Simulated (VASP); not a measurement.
Crystal: Al.

```
Al
1.0
     0.00000    2.02481    2.02481
     2.02481    0.00000    2.02481
     2.02481    2.02481    0.00000
Al
1
Direct
  0.00000 0.00000 0.00000
```

Base run:

| Property | Result |
| --- | --- |
| Program | VASP 6.6.1 |
| Functional | PBE |
| Potentials or basis | VASP PAW PBE potentials, release 64 (Al) |
| Cutoff | 520 eV |
| k mesh | 8 × 8 × 8 |
| Occupations | fermi-dirac, width 0.15 eV |
| Spin | no spin polarisation |

Its results: pressure -0.4 GPa.

Task: The run is repeated on the same cell with these changes: k mesh from 8 × 8 × 8 to 4 × 4 × 4. What comes out?

Result: Pressure 0.4 GPa.

Caveats: some runs use coarse meshes.
